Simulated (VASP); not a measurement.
TiAl, 2 atoms in the cell. Symmetry: P-6m2, No. 187, hexagonal system. The conventional cell has a = 2.627 Å, b = 2.627 Å, c = 5.572 Å, α = 90.00°, β = 90.00°, γ = 120.00°. Ti (site symmetry -6m2) has 6 Ti at 2.63 Å and 6 Al at 3.17 Å within 3.5 Å. Within 3.5 Å of Al (site symmetry -6m2) lie 6 Al at 2.63 Å and 6 Ti at 3.17 Å.  This cell differs from its parent crystal: ratio of the length along z to the lengths across it x 1.3, volume and fractional coordinates fixed.

| Quantity | Value |
| --- | --- |
| Program | VASP 6.6.1 |
| Task | single point |
| Functional | PBEsol |
| Potentials or basis | VASP PAW PBE potentials, release 64 (Ti_sv, Al) |
| Cutoff | 520 eV |
| k mesh | 24 × 24 × 12 |
| Occupations | gaussian, width 0.15 eV |
| Spin | no spin polarisation |
| Dipole correction | no |
| Further INCAR settings | ALGO = Fast; EDIFF = 1e-07; NBANDS = 14 |

Potentials or basis: VASP PAW PBE potentials, release 64 (Ti_sv, Al).

Command:

```sh
$ cat potpaw_PBE.64/Ti_sv/POTCAR potpaw_PBE.64/Al/POTCAR > POTCAR
$ mpirun -np 1 vasp_std > vasp.out
```

Hardware: 1 thread of AMD EPYC 7R13, with other jobs on the host.

Q: Estimate the wall time of this run.

A: Run time: 12 min on 1 thread of AMD EPYC 7R13, with other jobs on the host, peak memory 0.29 GiB. Counts: scf iterations 33, k points 427.
